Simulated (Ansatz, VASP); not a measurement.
InP: VASP beside Ansatz

```xyz
2
Lattice="2.9530 0.0000 0.0000 -1.4765 2.5573 0.0000 0.0000 0.0000 5.5533" Properties=species:S:1:pos:R:3 pbc="T T T"
In    0.0000    0.0000    0.0000
P     0.0000    0.0000    2.7766
```

Alike in both runs: functional PBE; k mesh 24 × 24 × 10; occupations gaussian, width 0.1 eV; no spin polarisation.

Ansatz relaxed the structure, and its values are those at the end. VASP's run is a single point on that final structure, the one shown.

```csv
,VASP,Ansatz
version,VASP 6.6.1,Ansatz 0.2.0
potentials or method,"VASP PAW PBE potentials, release 64 (In_d, P), cutoff 520 eV","scalar-relativistic, plane waves, PAW"
valence electrons in the cell,18,18
```

```csv
,VASP,Ansatz,Ansatz less VASP
gap on the k mesh at the Fermi level (eV),none,none,-
pressure (GPa),0.0,0.0,+0.01
```

A gap of «none» marks a metal or a gap that the smearing closes.
